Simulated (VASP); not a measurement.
# P2Pb (Pnnm) in VASP: further runs

The runs below take P2Pb through single point, with r2SCAN.

Program: VASP 6.6.1. These are calculated values, not measurements. Logs are shortened: lines on timing, memory, paths and dates and some standing lists are left out, and cuts for length are marked.

**1. The cell of the first run**

Symmetry: Pnnm, No. 58, orthorhombic system. Conventional cell: a = 5.295 Å, b = 6.734 Å, c = 4.308 Å, α = 90.00°, β = 90.00°, γ = 90.00°. P (site symmetry m) has 1 P at 2.06 Å within 2.7 Å. Within 3.8 Å of Pb (site symmetry 2/m) lie 6 P at 2.88 Å.

**2. Single point, r2SCAN**

Input file POSCAR:

```
P2Pb
1.0
    5.2952055248      0.0000000000      0.0000000000
    0.0000000000      6.7343713731      0.0000000000
    0.0000000000      0.0000000000      4.3075820342
P Pb
4 2
Direct
    0.1575519875      0.4100653757      0.0000000000
    0.8424480125      0.5899346243      0.0000000000
    0.6575519875      0.0899346243      0.5000000000
    0.3424480125      0.9100653757      0.5000000000
    0.0000000000      0.0000000000      0.0000000000
    0.5000000000      0.5000000000      0.5000000000
```

Input file INCAR.step1:

```
SYSTEM = P2Pb
ALGO     = Normal         ! electronic algorithm
EDIFF    = 1E-4           ! SCF threshold, eV
ENCUT    = 520            ! plane-wave cutoff, eV
GGA      = PE             ! functional
ISMEAR   = 0              ! smearing method
LASPH    = .TRUE.         ! aspherical terms in the spheres
LCHARG   = .FALSE.        ! write CHGCAR
LREAL    = .FALSE.        ! projectors in reciprocal space
LWAVE    = .TRUE.         ! write WAVECAR
NBANDS   = 33             ! bands
NELM     = 80             ! most SCF steps
PREC     = Accurate       ! precision mode
SIGMA    = 0.1            ! smearing width, eV
```

Input file INCAR.step2:

```
SYSTEM = P2Pb
ALGO     = Normal         ! electronic algorithm
EDIFF    = 1E-6           ! SCF threshold, eV
ENCUT    = 520            ! plane-wave cutoff, eV
ISIF     = 2              ! what is computed and relaxed
ISMEAR   = 0              ! smearing method
ISTART   = 1            
LASPH    = .TRUE.         ! aspherical terms in the spheres
LCHARG   = .TRUE.         ! write CHGCAR
LELF     = .TRUE.         ! ELF
LMIXTAU  = .TRUE.       
LREAL    = .FALSE.        ! projectors in reciprocal space
LVHAR    = .TRUE.       
LWAVE    = .FALSE.        ! write WAVECAR
METAGGA  = R2SCAN         ! meta-GGA
NBANDS   = 33             ! bands
NELM     = 80             ! most SCF steps
PREC     = Accurate       ! precision mode
SIGMA    = 0.1            ! smearing width, eV
```

Input file KPOINTS:

```
k-points
0
G
  4 4 4
  0 0 0
```

Potentials or basis: VASP PAW PBE potentials, release 64 (P, Pb_d).

Command:

```
$ cat potpaw_PBE.64/P/POTCAR potpaw_PBE.64/Pb_d/POTCAR > POTCAR
$ cp INCAR.step1 INCAR
$ mpirun -np 1 vasp_std > vasp.out
$ cp INCAR.step2 INCAR
$ mpirun -np 1 vasp_std > vasp.out
```

OUTCAR:

```text
SYSTEM = P2Pb
   EDIFF = 1E-6
   ENCUT = 520
   ISIF = 2
   ISMEAR = 0
   ISTART = 1
   LASPH = .TRUE.
   LREAL = .FALSE.
   METAGGA = R2SCAN
   NELM = 80
   PREC = Accurate

 ion  position               nearest neighbor table
   1  0.158  0.410  0.000-   2 2.06   6 2.88   6 2.88   5 2.88
   2  0.842  0.590  0.000-   1 2.06   6 2.88   6 2.88   5 2.88
   3  0.658  0.090  0.500-   4 2.06   5 2.88   5 2.88   6 2.88
   4  0.342  0.910  0.500-   3 2.06   5 2.88   5 2.88   6 2.88
   5  0.000  0.000  0.000-   3 2.88   4 2.88   3 2.88   4 2.88   1 2.88   2 2.88
   6  0.500  0.500  0.500-   1 2.88   2 2.88   1 2.88   2 2.88   3 2.88   4 2.88

  LATTYP: Found a simple orthorhombic cell.
 ALAT       =     4.3075820342
 B/A-ratio  =     1.2292756082
 C/A-ratio  =     1.5633762328

  Lattice vectors:

 A1 = (   0.0000000000,   0.0000000000,   4.3075820342)
 A2 = (   5.2952055248,   0.0000000000,   0.0000000000)
 A3 = (   0.0000000000,   6.7343713731,   0.0000000000)

Analysis of symmetry for initial positions (statically):
=====================================================================
 Subroutine PRICEL returns:
 Original cell was already a primitive cell.

 Routine SETGRP: Setting up the symmetry group for a
 simple orthorhombic supercell.

 Subroutine GETGRP returns: Found  8 space group operations
 (whereof  4 operations were pure point group operations)
 out of a pool of  8 trial point group operations.

The static configuration has the point symmetry C_2h.
 The point group associated with its full space group is D_2h.

Analysis of symmetry for dynamics (positions and initial velocities):
=====================================================================
 Subroutine PRICEL returns:
 Original cell was already a primitive cell.

 Routine SETGRP: Setting up the symmetry group for a
 simple orthorhombic supercell.

 Subroutine GETGRP returns: Found  8 space group operations
 (whereof  4 operations were pure point group operations)
 out of a pool of  8 trial point group operations.

The dynamic configuration has the point symmetry C_2h.
 The point group associated with its full space group is D_2h.

 Subroutine INISYM returns: Found  8 space group operations
 (whereof  4 operations are pure point group operations),
 and found     1 'primitive' translations

----------------------------------------------------------------------------------------

                                     Primitive cell

  volume of cell :     153.6079

  direct lattice vectors                    reciprocal lattice vectors
     5.295205525  0.000000000  0.000000000     0.188850082  0.000000000  0.000000000
     0.000000000  6.734371373  0.000000000     0.000000000  0.148491959  0.000000000
     0.000000000  0.000000000  4.307582034     0.000000000  0.000000000  0.232148800

  length of vectors
     5.295205525  6.734371373  4.307582034     0.188850082  0.148491959  0.232148800

  position of ions in fractional coordinates (direct lattice)
     0.157551987  0.410065376  0.000000000
     0.842448013  0.589934624  0.000000000
     0.657551987  0.089934624  0.500000000
     0.342448013  0.910065376  0.500000000
     0.000000000  0.000000000  0.000000000
     0.500000000  0.500000000  0.500000000

  ion indices of the primitive-cell ions
   primitive index   ion index
                 1           1
                 2           2
                 3           3
                 4           4
                 5           5
                 6           6

----------------------------------------------------------------------------------------

 KPOINTS: k-points

Automatic generation of k-mesh.
 Grid dimensions read from file:
 generate k-points for:    4    4    4

 Generating k-lattice:

  Cartesian coordinates                     Fractional coordinates (reciprocal lattice)
     0.047212521  0.000000000  0.000000000     0.250000000  0.000000000  0.000000000
     0.000000000  0.037122990  0.000000000     0.000000000  0.250000000  0.000000000
     0.000000000  0.000000000  0.058037200     0.000000000  0.000000000  0.250000000

  Length of vectors
     0.047212521  0.037122990  0.058037200

  Shift w.r.t. Gamma in fractional coordinates (k-lattice)
     0.000000000  0.000000000  0.000000000

 Subroutine IBZKPT returns following result:
 ===========================================

 Found     27 irreducible k-points:

 Following reciprocal coordinates:
            Coordinates               Weight
  0.000000  0.000000  0.000000      1.000000
  0.250000  0.000000  0.000000      2.000000
  0.500000  0.000000  0.000000      1.000000
  0.000000  0.250000  0.000000      2.000000
  0.250000  0.250000  0.000000      4.000000
  0.500000  0.250000  0.000000      2.000000
[... 16 lines left out ...]
  0.250000  0.250000  0.500000      4.000000
  0.500000  0.250000  0.500000      2.000000
 [... further k-points ...]
   k-points           NKPTS =     27   k-points in BZ     NKDIM =     27   number of bands    NBANDS=     33
   number of dos      NEDOS =    301   number of ions     NIONS =      6
   total plane-waves  NPLWV =  64000
   dimension x,y,z NGX =    40 NGY =   50 NGZ =   32
   dimension x,y,z NGXF=    80 NGYF=  100 NGZF=   64
   ions per type =               4   2
   NGX,Y,Z   is equivalent  to a cutoff of  12.56, 12.34, 12.35 a.u.
   NGXF,Y,Z  is equivalent  to a cutoff of  25.12, 24.69, 24.70 a.u.
 SYSTEM =  P2Pb
   PREC   = accura    normal or accurate (medium, high low for compatibility)
   ISTART =      1    job   : 0-new  1-cont  2-samecut
   ICHARG =      0    charge: 1-file 2-atom 10-const
   ISPIN  =      1    spin polarized calculation?
   LNONCOLLINEAR =      F non collinear calculations
   LSORBIT =      F    spin-orbit coupling
   LASPH  =      T    aspherical Exc in radial PAW
   ENCUT  =  520.0 eV  38.22 Ry    6.18 a.u.   9.85 12.52  8.01*2*pi/ulx,y,z
   NELM   =     80;   NELMIN=  2; NELMDL=  0     # of ELM steps
   EDIFF  = 0.1E-05   stopping-criterion for ELM
   LREAL  =      F    real-space projection
   EDIFFG = 0.1E-04   stopping-criterion for IOM
   NSW    =      0    number of steps for IOM
   IBRION =     -1    ionic relax: 0-MD 1-quasi-New 2-CG
   NFREE  =      0    steps in history (QN), initial steepest desc. (CG)
   ISIF   =      2    stress and relaxation
   ISYM   =      2    0-nonsym 1-usesym 2-fastsym
   POTIM  = 0.5000    time-step for ionic-motion
   TEBEG  =    0.0;   TEEND  =   0.0 temperature during run
   PSTRESS=    0.0 pullay stress
   NELECT =      48.0000    total number of electrons
   NUPDOWN=      -1.0000    fix difference up-down
   EMIN   =  10.00;   EMAX   =-10.00  energy-range for DOS
   EFERMI =   0.00;   METHOD = LEGACY
   ISMEAR =     0;   SIGMA  =   0.10  broadening in eV -4-tet -1-fermi 0-gaus
   EFERMI_NEDOS =   21; number of points for ismear=-14 and -15
   IALGO  =     38    algorithm
   IMIX   =      4    mixing-type and parameters
     AMIX     =   0.40;   BMIX     =  1.00
     AMIX_MAG =   1.60;   BMIX_MAG =  1.00
  volume/ion in A,a.u.               =      25.60       172.77
  Fermi-wavevector in a.u.,A,eV,Ry     =   1.110923  2.099341 16.791640  1.234151
  Thomas-Fermi vector in A             =   2.247481
   LORBIT       =      0    0 simple, 1 ext, 2 COOP (PROOUT), +10 PAW based schemes
   METAGGA = R2SCAN    functional components
   LHFCALC =     F    Hartree Fock is set to
   AEXX    =    0.0000 exact exchange contribution
   IVDW    =     0    specifies the selected vdW correction
   LEPSILON=     F    determine dielectric tensor
   LRPA    =     F    only Hartree local field effects (RPA)
 non-spin polarized calculation
 Gauss-broadening in eV      SIGMA  =   0.10
  energy-cutoff  :      520.00
  volume of cell :      153.61
 maximum number of plane-waves:      4168
 NGX is ok and might be reduce to    40
   NGX = 19   NGY = 25   NGZ = 17

 number of electron      48.0000009 magnetization

 Free energy of the ion-electron system (eV)
  ---------------------------------------------------
  ext. energy  EPLUGINS =         0.00000000
  ---------------------------------------------------
  free energy    TOTEN  =      -147.64740796 eV

  energy without entropy =     -147.63639180  energy(sigma->0) =     -147.64189988

 E-fermi :   5.0900     XC(G=0):  -9.8920

 val. band max:        5.0473988018   @ k =   0.5000   0.2500   0.0000
 cond. band min:       5.1554870294   @ k =   0.0000   0.0000   0.2500
 fundamental gap:      0.1080882276
 Fermi energy:         5.0900390934

 k-point     1 :       0.0000    0.0000    0.0000
  band No.  band energies     occupation
      1     -12.3467      2.00000
      2     -12.2668      2.00000
      3     -12.2554      2.00000
      4     -12.2499      2.00000
      5     -12.2144      2.00000
      6     -12.2051      2.00000
[... 25 lines left out ...]
     32       9.5298      0.00000
     33       9.7984      0.00000

 k-point     2 :       0.2500    0.0000    0.0000
  band No.  band energies     occupation
      1     -12.3317      2.00000
      2     -12.2751      2.00000
      3     -12.2559      2.00000
      4     -12.2519      2.00000
      5     -12.2116      2.00000
      6     -12.2042      2.00000
[... 25 lines left out ...]
     32       9.4736      0.00000
     33      10.0924      0.00000
[... 754 lines left out ...]
     32      10.8507      0.00000
     33      11.6434      0.00000

 k-point    24 :       0.5000    0.2500    0.5000
  band No.  band energies     occupation
      1     -12.3383      2.00000
      2     -12.3383      2.00000
      3     -12.2564      2.00000
      4     -12.2564      2.00000
      5     -12.1997      2.00000
      6     -12.1997      2.00000
[... 25 lines left out ...]
     32       9.7039      0.00000
     33      11.2935      0.00000

 [... further k-points ...]

------------------------ aborting loop because EDIFF is reached ----------------------------------------

  FORCE on cell =-STRESS in cart. coord.  units (eV):
  Direction    XX          YY          ZZ          XY          YZ          ZX
  --------------------------------------------------------------------------------------
  -------------------------------------------------------------------------------------
  Total       -0.3966837     -0.2026376     -0.0121845     -0.0000000      0.0000000      0.0000000
  in kB       -4.1375334     -2.1135727     -0.1270878     -0.0000000      0.0000000      0.0000000
  external PRESSURE =      -2.1260646 kB  Pullay stress =       0.0000000 kB

 VOLUME and BASIS-vectors are now :
 -----------------------------------------------------------------------------
  energy-cutoff  :      520.00
  volume of cell :      153.61
      direct lattice vectors                 reciprocal lattice vectors
     5.295205525  0.000000000  0.000000000     0.188850082  0.000000000  0.000000000
     0.000000000  6.734371373  0.000000000     0.000000000  0.148491959  0.000000000
     0.000000000  0.000000000  4.307582034     0.000000000  0.000000000  0.232148800

 POSITION                                       TOTAL-FORCE (eV/Angst)
 -----------------------------------------------------------------------------------
      0.83427      2.76153      0.00000        -0.103076      0.072898     -0.000000
      4.46094      3.97284      0.00000         0.103076     -0.072898      0.000000
      3.48187      0.60565      2.15379        -0.103076     -0.072898      0.000000
      1.81333      6.12872      2.15379         0.103076      0.072898      0.000000
      0.00000      0.00000      0.00000         0.000000      0.000000      0.000000
      2.64760      3.36719      2.15379         0.000000      0.000000      0.000000
 -----------------------------------------------------------------------------------
    total drift:                               -0.000000      0.000000     -0.000000

  FREE ENERGIE OF THE ION-ELECTRON SYSTEM (eV)
  ---------------------------------------------------
  free  energy   TOTEN  =      -147.6474079643 eV

  energy  without entropy=     -147.6363918014  energy(sigma->0) =     -147.64189988
```

It took 2.9 min on 1 thread of Intel Xeon 6975P-C (Granite Rapids), shared host; peak memory 0.31 GiB.

Results:

| Property | Result |
| --- | --- |
| Free energy | -147.6474 eV |
| Pressure | -0.2 GPa |
| Largest force | 0.126 eV/Å |
| Band gap on the k mesh | zero (bands 24 and 25 overlap by 2.29 eV) |

Forces in eV/Å, atoms in the order of the input:
```
P   -0.103  0.073  0.000
P    0.103 -0.073  0.000
P   -0.103 -0.073  0.000
P    0.103  0.073  0.000
Pb   0.000  0.000  0.000
Pb   0.000  0.000  0.000
```

Stress tensor (GPa, compression positive):
```
-0.41  0.00  0.00
 0.00 -0.21  0.00
 0.00  0.00 -0.01
```

Levels at points of the mesh, in eV from the Fermi level:
| k point | band 20 | band 21 | band 22 | band 23 | band 24 | band 25 | band 26 | band 27 | band 28 | band 29 |
| --- | --- | --- | --- | --- | --- | --- | --- | --- | --- | --- |
| (0.00, 0.00, 0.00) | -3.12 | -2.42 | -0.78 | 0.48 | 0.81 | 1.02 | 1.44 | 2.41 | 2.91 | 3.06 |
| (0.50, 0.00, 0.00) | -2.38 | -2.26 | -2.26 | -0.85 | -0.85 | 0.68 | 0.68 | 2.24 | 2.24 | 4.43 |
| (0.00, 0.50, 0.00) | -3.13 | -2.32 | -2.32 | 0.14 | 0.14 | 0.94 | 0.94 | 2.93 | 2.93 | 3.67 |
| (0.50, 0.50, 0.00) | -2.14 | -1.38 | -1.38 | -1.29 | -1.29 | -1.25 | -1.25 | 2.40 | 2.40 | 4.42 |
| (0.00, 0.00, 0.50) | -3.57 | -1.95 | -1.95 | -1.80 | -1.80 | 0.17 | 0.17 | 2.76 | 2.76 | 4.40 |
| (0.50, 0.00, 0.50) | -4.02 | -2.90 | -2.90 | 0.65 | 0.65 | 2.75 | 2.75 | 3.15 | 3.15 | 4.19 |
| (0.00, 0.50, 0.50) | -2.41 | -2.21 | -2.21 | -2.07 | -2.07 | -1.44 | -1.44 | 3.52 | 3.52 | 4.42 |
| (0.50, 0.50, 0.50) | -3.04 | -2.61 | -2.61 | -0.54 | -0.54 | 1.27 | 1.27 | 3.68 | 3.68 | 3.70 |

Caveat: the k points lie up to 0.36 Å⁻¹ apart, too coarse for converged energies and pressures of a metal; the PAW data sets were made with another functional, which shifts forces and pressure a little; spin-orbit coupling is left out, which moves the levels of the heavy elements.

**3. Single point, r2SCAN**

This run uses another cell than the first one, of 19.87 Å³/atom.

Input file POSCAR:

```
P2Pb
1.0
    5.0428041026      0.0000000000      0.0000000000
    0.0000000000      6.1547034908      0.0000000000
    0.0000000000      0.0000000000      3.8421796817
P Pb
4 2
Direct
    0.2004000000      0.3787000000      0.0000000000
    0.7996000000      0.6213000000      0.0000000000
    0.7004000000      0.1213000000      0.5000000000
    0.2996000000      0.8787000000      0.5000000000
    0.0000000000      0.0000000000      0.0000000000
    0.5000000000      0.5000000000      0.5000000000
```

Input file INCAR.step1:

```
PREC = Accurate ; ENCUT = 520
ISMEAR = 0 ; SIGMA = 0.1
LREAL = False ; LASPH = True
NELM = 60 ; NBANDS = 33
GGA = PE ; ALGO = Normal
EDIFF = 1E-4 ; LWAVE = True
LCHARG = False
```

Input file INCAR.step2:

```
PREC = Accurate ; ENCUT = 520
EDIFF = 1E-7 ; ISMEAR = 0
SIGMA = 0.1 ; LREAL = False
LASPH = True ; NELM = 60
ALGO = Normal ; ISIF = 2
LWAVE = False ; LCHARG = False
METAGGA = R2SCAN ; LMIXTAU = True
NBANDS = 33 ; ISTART = 1
```

Input file KPOINTS:

```
Automatic mesh
0
Gamma
  4 4 6
```

Potentials or basis: VASP PAW PBE potentials, release 64 (P, Pb_d).

Command:

```
$ cat potpaw_PBE.64/P/POTCAR potpaw_PBE.64/Pb_d/POTCAR > POTCAR
$ cp INCAR.step1 INCAR
$ mpirun -np 1 vasp_std > vasp.out
$ cp INCAR.step2 INCAR
$ mpirun -np 1 vasp_std > vasp.out
```

Wall time 3.5 min (1 thread of Intel Xeon 6975P-C (Granite Rapids), shared host); peak memory 0.31 GiB.

The run converged. Its results:

```
Free energy            : -143.5221 eV
Pressure               : 21.0 GPa
Largest force          : 3.322 eV/Å
Band gap on the k mesh : zero (bands 24 and 25 overlap by 0.89 eV)
```

Forces in eV/Å, atoms in the order of the input:
```
P   -2.783  1.815  0.000
P    2.783 -1.815  0.000
P   -2.783 -1.815  0.000
P    2.783  1.815  0.000
Pb   0.000  0.000  0.000
Pb   0.000  0.000  0.000
```

Stress tensor (GPa, compression positive):
```
13.21  0.00  0.00
 0.00 23.21  0.00
 0.00  0.00 26.58
```

Levels at points of the mesh, in eV from the Fermi level:
```tsv
k point	band 22	band 23	band 24	band 25	band 26	band 27
(0.00, 0.00, 0.00)	-0.19	0.13	0.56	0.84	1.31	1.31
(0.50, 0.00, 0.00)	-1.19	-0.68	-0.68	0.88	0.88	1.42
(0.00, 0.50, 0.00)	-1.94	0.51	0.51	0.56	0.56	2.32
(0.50, 0.50, 0.00)	-2.57	-1.20	-1.20	0.39	0.39	2.12
(0.00, 0.00, 0.50)	-2.72	-1.71	-1.71	0.50	0.50	0.77
(0.50, 0.00, 0.50)	-3.50	0.34	0.34	1.87	1.87	3.69
(0.00, 0.50, 0.50)	-3.42	-1.43	-1.43	-0.33	-0.33	2.73
(0.50, 0.50, 0.50)	-2.14	-1.22	-1.22	0.51	0.51	2.76
```

Caveat: the cell stands under pressure; the PAW data sets were made with another functional, which shifts forces and pressure a little; spin-orbit coupling is left out, which moves the levels of the heavy elements.
